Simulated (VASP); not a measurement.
# LiF (Fm-3m) in VASP: single point with PBEsol

Aim: the single point of LiF with PBEsol.

Everything below comes from runs of VASP 6.6.1. Logs are shortened: lines on timing, memory, paths and dates and some standing lists are left out, and cuts for length are marked.

### Step 1. The cell of the first run

It takes space group Fm-3m (No. 225, cubic). Conventional cell: a = 4.008 Å, b = 4.008 Å, c = 4.008 Å, α = 90.00°, β = 90.00°, γ = 90.00°. Within 2.7 Å of F (site symmetry m-3m) lie 6 Li at 2.00 Å. Within 2.7 Å of Li (site symmetry m-3m) lie 6 F at 2.00 Å.

### Step 2. Single point, PBEsol

Input file INCAR:

```
SYSTEM = LiF
PREC = Accurate
ENCUT = 520
EDIFF = 1E-7
ISMEAR = -1
SIGMA = 0.05
LREAL = Auto
LASPH = .TRUE.
NELM = 80
ALGO = Normal
ISIF = 2
LWAVE = .FALSE.
LCHARG = .FALSE.
GGA = PS
NBANDS = 390
NCORE = 4
```

Input file KPOINTS:

```
Automatic mesh
0
Gamma
  1 1 1
  0.5 0.5 0.5
```

Input file POSCAR:

```
LiF
1.0
    0.0000000000      8.0151840000      8.0151840000
    8.0151840000      0.0000000000      8.0151840000
    8.0151840000      8.0151840000      0.0000000000
F Li
64 64
Direct
    0.3750000000      0.1250000000      0.1250000000
    0.8750000000      0.1250000000      0.1250000000
    0.1250000000      0.3750000000      0.3750000000
    0.3750000000      0.6250000000      0.1250000000
    0.3750000000      0.1250000000      0.6250000000
    0.6250000000      0.3750000000      0.3750000000
[... 120 lines left out ...]
    0.0000000000      0.7500000000      0.7500000000
    0.5000000000      0.7500000000      0.7500000000
```

Potentials or basis: VASP PAW PBE potentials, release 64 (F, Li_sv).

On the command line:

```console
cat potpaw_PBE.64/F/POTCAR potpaw_PBE.64/Li_sv/POTCAR > POTCAR
mpirun -np 4 vasp_std > vasp.out
```

OUTCAR:

```text
SYSTEM = LiF
   PREC = Accurate
   ENCUT = 520
   EDIFF = 1E-7
   ISMEAR = -1
   LREAL = Auto
   LASPH = .TRUE.
   NELM = 80
   ISIF = 2
   GGA = PS

 ion  position               nearest neighbor table
   1  0.375  0.125  0.125-  66 2.00  69 2.00  82 2.00  83 2.00  98 2.00  99 2.00
   2  0.875  0.125  0.125-  65 2.00  72 2.00  81 2.00  84 2.00  97 2.00 100 2.00
   3  0.125  0.375  0.375-  69 2.00  73 2.00  85 2.00  88 2.00 102 2.00 103 2.00
   4  0.375  0.625  0.125-  70 2.00  74 2.00  86 2.00  89 2.00 103 2.00 104 2.00
   5  0.375  0.125  0.625-  71 2.00  75 2.00  88 2.00  91 2.00 105 2.00 106 2.00
   6  0.625  0.375  0.375-  72 2.00  76 2.00  89 2.00  92 2.00 106 2.00 107 2.00
[... 128 lines left out ...]
 A1 = (   0.0000000000,   8.0151840000,   8.0151840000)
 A2 = (   8.0151840000,   0.0000000000,   8.0151840000)
 A3 = (   8.0151840000,   8.0151840000,   0.0000000000)

Analysis of symmetry for initial positions (statically):
=====================================================================
 Subroutine PRICEL returns following result:

  LATTYP: Found a face centered cubic cell.
 ALAT       =     4.0075920000

  Lattice vectors:

 A1 = (   0.0000000000,   2.0037960000,   2.0037960000)
 A2 = (   2.0037960000,   0.0000000000,   2.0037960000)
 A3 = (   2.0037960000,   2.0037960000,   0.0000000000)

  64 primitive cells build up your supercell.

 Routine SETGRP: Setting up the symmetry group for a
 face centered cubic supercell.

 Subroutine GETGRP returns: Found 48 space group operations
 (whereof 48 operations were pure point group operations)
 out of a pool of 48 trial point group operations.

The static configuration has the point symmetry O_h .

Analysis of symmetry for dynamics (positions and initial velocities):
=====================================================================
 Subroutine PRICEL returns following result:

  LATTYP: Found a face centered cubic cell.
 ALAT       =     4.0075920000

  Lattice vectors:

 A1 = (   0.0000000000,   2.0037960000,   2.0037960000)
 A2 = (   2.0037960000,   0.0000000000,   2.0037960000)
 A3 = (   2.0037960000,   2.0037960000,   0.0000000000)

  64 primitive cells build up your supercell.

 Routine SETGRP: Setting up the symmetry group for a
 face centered cubic supercell.

 Subroutine GETGRP returns: Found 48 space group operations
 (whereof 48 operations were pure point group operations)
[... 79 lines left out ...]
   LREAL  =      T    real-space projection
   EDIFFG = 0.1E-05   stopping-criterion for IOM
   NSW    =      0    number of steps for IOM
   IBRION =     -1    ionic relax: 0-MD 1-quasi-New 2-CG
   NFREE  =      0    steps in history (QN), initial steepest desc. (CG)
   ISIF   =      2    stress and relaxation
   ISYM   =      2    0-nonsym 1-usesym 2-fastsym
   POTIM  = 0.5000    time-step for ionic-motion
   TEBEG  =    0.0;   TEEND  =   0.0 temperature during run
   PSTRESS=    0.0 pullay stress
   NELECT =     640.0000    total number of electrons
   NUPDOWN=      -1.0000    fix difference up-down
   EMIN   =  10.00;   EMAX   =-10.00  energy-range for DOS
   EFERMI =   0.00;   METHOD = LEGACY
   ISMEAR =    -1;   SIGMA  =   0.05  broadening in eV -4-tet -1-fermi 0-gaus
   EFERMI_NEDOS =   21; number of points for ismear=-14 and -15
   IALGO  =     38    algorithm
   IMIX   =      4    mixing-type and parameters
     AMIX     =   0.40;   BMIX     =  1.00
     AMIX_MAG =   1.60;   BMIX_MAG =  1.00
  volume/ion in A,a.u.               =       8.05        54.29
  Fermi-wavevector in a.u.,A,eV,Ry     =   1.397048  2.640038 26.555077  1.951743
  Thomas-Fermi vector in A             =   2.520342
   LORBIT       =      0    0 simple, 1 ext, 2 COOP (PROOUT), +10 PAW based schemes
   GGA     = PS    functional components
   LHFCALC =     F    Hartree Fock is set to
   AEXX    =    0.0000 exact exchange contribution
   IVDW    =     0    specifies the selected vdW correction
   LEPSILON=     F    determine dielectric tensor
   LRPA    =     F    only Hartree local field effects (RPA)
 non-spin polarized calculation
  energy-cutoff  :      520.00
  volume of cell :     1029.84
 maximum number of plane-waves:     27646
 NGX is ok and might be reduce to    84
   NGX = 43   NGY = 43   NGZ = 43

 number of electron     639.9999406 magnetization

 Free energy of the ion-electron system (eV)
  ---------------------------------------------------
  ext. energy  EPLUGINS =         0.00000000
  ---------------------------------------------------
  free energy    TOTEN  =      -630.55166571 eV

  energy without entropy =     -630.55166571  energy(sigma->0) =     -630.55166571

 E-fermi :   0.3395     XC(G=0): -10.2787

 val. band max:       -1.0517742158   @ k =   0.5000   0.5000   0.5000
 cond. band min:       8.4785633962   @ k =   0.5000   0.5000   0.5000
 fundamental gap:      9.5303376120
 Fermi energy:         0.3394883694

 k-point     1 :       0.5000    0.5000    0.5000
  band No.  band energies     occupation
      1     -41.1819      2.00000
      2     -41.1819      2.00000
      3     -41.1597      2.00000
      4     -41.1597      2.00000
      5     -41.1597      2.00000
      6     -41.1597      2.00000
[... 324 lines left out ...]
    331       9.9243      0.00000
    332       9.9243      0.00000
 [bands above 332 left out]

------------------------ aborting loop because EDIFF is reached ----------------------------------------

  FORCE on cell =-STRESS in cart. coord.  units (eV):
  Direction    XX          YY          ZZ          XY          YZ          ZX
  --------------------------------------------------------------------------------------
  -------------------------------------------------------------------------------------
  Total       -1.4182001     -1.4182001     -1.4182001     -0.0000000     -0.0000000      0.0000000
  in kB       -2.2063662     -2.2063662     -2.2063662     -0.0000000     -0.0000000      0.0000000
  external PRESSURE =      -2.2063662 kB  Pullay stress =       0.0000000 kB

 VOLUME and BASIS-vectors are now :
 -----------------------------------------------------------------------------
  energy-cutoff  :      520.00
  volume of cell :     1029.84
      direct lattice vectors                 reciprocal lattice vectors
     0.000000000  8.015184000  8.015184000    -0.062381600  0.062381600  0.062381600
     8.015184000  0.000000000  8.015184000     0.062381600 -0.062381600  0.062381600
     8.015184000  8.015184000  0.000000000     0.062381600  0.062381600 -0.062381600

 POSITION                                       TOTAL-FORCE (eV/Angst)
 -----------------------------------------------------------------------------------
      2.00380      4.00759      4.00759        -0.000000      0.000000      0.000000
      2.00380      8.01518      8.01518        -0.000000     -0.000000      0.000000
      6.01139      4.00759      4.00759         0.000000     -0.000000      0.000000
      6.01139      4.00759      8.01518        -0.000000     -0.000000      0.000000
      6.01139      8.01518      4.00759         0.000000      0.000000     -0.000000
      6.01139      8.01518      8.01518        -0.000000      0.000000     -0.000000
[... 120 lines left out ...]
     12.02278      6.01139      6.01139        -0.000000      0.000000      0.000000
     12.02278     10.01898     10.01898         0.000000      0.000000      0.000000
 -----------------------------------------------------------------------------------
    total drift:                                0.000000      0.000000      0.000000

  FREE ENERGIE OF THE ION-ELECTRON SYSTEM (eV)
  ---------------------------------------------------
  free  energy   TOTEN  =      -630.5516657113 eV

  energy  without entropy=     -630.5516657113  energy(sigma->0) =     -630.55166571
```

OSZICAR:

```text
N       E                     dE             d eps       ncg     rms          rms(c)
DAV:   1     0.733482035931E+04    0.73348E+04   -0.31851E+05   780   0.186E+03
DAV:   2     0.156270024210E+03   -0.71786E+04   -0.67733E+04   836   0.536E+02
DAV:   3    -0.558793861862E+03   -0.71506E+03   -0.71112E+03   984   0.164E+02
DAV:   4    -0.648113441666E+03   -0.89320E+02   -0.88751E+02  1320   0.425E+01
DAV:   5    -0.657191569254E+03   -0.90781E+01   -0.90726E+01  1176   0.125E+01    0.327E+01
DAV:   6    -0.629619967081E+03    0.27572E+02   -0.11544E+02   912   0.191E+01    0.114E+01
DAV:   7    -0.630297373142E+03   -0.67741E+00   -0.10767E+01  1136   0.385E+00    0.726E+00
DAV:   8    -0.630544024968E+03   -0.24665E+00   -0.16943E+00   960   0.278E+00    0.185E+00
DAV:   9    -0.630539944110E+03    0.40809E-02   -0.51011E-01   992   0.119E+00    0.402E-01
DAV:  10    -0.630551583451E+03   -0.11639E-01   -0.87193E-02  1152   0.399E-01    0.189E-01
DAV:  11    -0.630551969797E+03   -0.38635E-03   -0.40221E-03   920   0.104E-01    0.139E-01
DAV:  12    -0.630551669454E+03    0.30034E-03   -0.14187E-03  1008   0.646E-02    0.222E-02
DAV:  13    -0.630551660014E+03    0.94400E-05   -0.11884E-04  1192   0.133E-02    0.146E-02
DAV:  14    -0.630551660944E+03   -0.93038E-06   -0.71194E-06   952   0.482E-03    0.864E-03
DAV:  15    -0.630551665294E+03   -0.43495E-05   -0.12187E-06   880   0.197E-03    0.111E-03
DAV:  16    -0.630551665750E+03   -0.45620E-06   -0.39913E-07   736   0.792E-04    0.226E-04
DAV:  17    -0.630551665711E+03    0.38563E-07   -0.26650E-08   456   0.325E-04
   1 F= -.63055167E+03 E0= -.63055167E+03  d E =-.142046E-10
```

Run time: 6.9 min. Hardware: 4 MPI ranks of Intel Xeon Platinum 8259CL at 2.50GHz (Skylake/Cascade Lake), shared host; peak memory 0.44 GiB.

Results:

```
Free energy            : -630.5517 eV
Band gap on the k mesh : 9.53 eV
```

Levels at points of the mesh, in eV from the valence-band top:
| k point | band 316 | band 317 | band 318 | band 319 | band 320 | band 321 | band 322 | band 323 | band 324 | band 325 |
| --- | --- | --- | --- | --- | --- | --- | --- | --- | --- | --- |
| (0.50, 0.50, 0.50) | -0.07 | 0.00 | 0.00 | 0.00 | 0.00 | 9.53 | 9.53 | 10.56 | 10.56 | 10.56 |

Caveat: the k points lie up to 0.68 Å⁻¹ apart; the cutoff is under 1.25 times the usual one of these potentials, so pressure, stress and relaxed cells hold a basis-set (Pulay) error; the PAW data sets were made with another functional, which shifts forces and pressure a little; a shifted mesh leaves out Γ, where band edges can lie. A k mesh can miss the band edges.
